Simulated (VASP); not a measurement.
Wanted: the native input for a VASP 6.6.1 run.

```yaml
Task: single point
Functional: HSE06
Potentials_or_basis: VASP PAW PBE potentials, release 64 (Zr_sv, Se)
Cutoff: 400 eV
k_mesh: 6 × 6 × 4
Occupations: gaussian, width 0.01 eV
Spin: no spin polarisation
Dipole_correction: no
Grid_for_exact_exchange_PRECFOCK: Normal
Further_INCAR_settings: ALGO = Normal; EDIFF = 1e-06; NBANDS = 19
Share_of_exact_exchange: 0.25
Screening_parameter: 0.2079 1/Å
```

The system is ZrSe2.

```
Zr Se
1.0
     3.90176    0.00000    0.00000
    -1.95088    3.37902    0.00000
     0.00000    0.00000    6.08736
Zr Se
1 2
Direct
  0.00000 0.00000 0.00000
  0.33333 0.66667 0.24913
  0.66667 0.33333 0.75087
```

This cell differs from its parent crystal: epitaxial xy strain +3.0%.

These files were run (other wordings do the same):

POSCAR

```
ZrSe2
1.0
    3.9017556914      0.0000000000      0.0000000000
   -1.9508778457      3.3790195481      0.0000000000
    0.0000000000      0.0000000000      6.0873617549
Zr Se
1 2
Direct
    0.0000000000      0.0000000000      0.0000000000
    0.3333333333      0.6666666667      0.2491258080
    0.6666666667      0.3333333333      0.7508741920
```

INCAR.step1

```
SYSTEM = ZrSe2
  PREC = Accurate
  ENCUT = 400
  EDIFF = 1E-5
  ISMEAR = 0
  SIGMA = 0.01
  LREAL = .FALSE.
  LASPH = .TRUE.
  NELM = 120
  ALGO = Normal
  ISIF = 2
  LWAVE = .TRUE.
  LCHARG = .FALSE.
  NBANDS = 19
  GGA = PE
  GGA_COMPAT = .FALSE.
  KPAR = 4
```

INCAR.step2

```
SYSTEM = ZrSe2
  PREC = Accurate
  ENCUT = 400
  EDIFF = 1E-6
  ISMEAR = 0
  SIGMA = 0.01
  LREAL = .FALSE.
  LASPH = .TRUE.
  NELM = 120
  ALGO = Normal
  ISIF = 2
  LWAVE = .FALSE.
  LCHARG = .FALSE.
  GGA = PE
  LHFCALC = .TRUE.
  HFSCREEN = 0.2079
  PRECFOCK = Normal
  NBANDS = 19
  ISTART = 1
  GGA_COMPAT = .FALSE.
  KPAR = 4
```

KPOINTS

```
Automatic mesh
0
G
  6 6 4
  0 0 0
```

Potentials or basis: VASP PAW PBE potentials, release 64 (Zr_sv, Se).

Command:

```bash
$ cat potpaw_PBE.64/Zr_sv/POTCAR potpaw_PBE.64/Se/POTCAR > POTCAR
$ cp INCAR.step1 INCAR
$ mpirun -np 4 vasp_std > vasp.out
$ cp INCAR.step2 INCAR
$ mpirun -np 4 vasp_std > vasp.out
```

It gave:

* Pressure: -2.3 GPa
* Largest force: 0.147 eV/Å
* Band gap on the k mesh: 1.07 eV (least direct gap 1.58 eV)

Caveat: the cell differs from its parent crystal (epitaxial xy strain +3.0%); the PAW data sets were made with another functional, which shifts forces and pressure a little; this functional lacks dispersion, which binds layers or chains, so the pressure and a relaxed spacing across them are unreliable.

Wall time 15 min on 4 MPI ranks on Intel(R) Xeon(R) Platinum 8259CL CPU @ 2.50GHz (Skylake/Cascade Lake), on a shared host, peak memory 0.29 GiB a rank.
